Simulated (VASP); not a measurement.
A run of VASP 6.6.1:

File INCAR:

```
PREC = Accurate ; ENCUT = 520
EDIFF = 1E-7 ; ISMEAR = -1
SIGMA = 0.1 ; LREAL = F
LASPH = T ; NELM = 60
ALGO = Normal ; ISIF = 2
LWAVE = F ; LCHARG = T
GGA = CA ; LELF = T
LVHAR = T ; NBANDS = 31
```

KPOINTS

```
regular mesh
0
Gamma
  6 6 3
```

File POSCAR:

```
Yb
1.0
    3.9583600000      0.0198100000     -0.1579400000
   -1.9620300000      3.3369300000      0.0549000000
   -0.2599600000     -0.0457400000      6.3117100000
Yb
2
Direct
    0.3306500000      0.6662400000      0.2471300000
    0.6649265245      0.3303862829      0.7452007314
```

Potentials or basis: VASP PAW PBE potentials, release 64 (Yb).

Command:

```console
$ cat potpaw_PBE.64/Yb/POTCAR > POTCAR
$ mpirun -np 1 vasp_std > vasp.out
```

Hardware: 1 thread of Intel(R) Xeon(R) 6975P-C (Granite Rapids) (shared host).

Task: Estimate the wall time of this run.

Result: It took 3.8 min on 1 thread of Intel(R) Xeon(R) 6975P-C (Granite Rapids), with other jobs on the host, peak memory 0.26 GiB. Counts: scf iterations 46, k points 56.
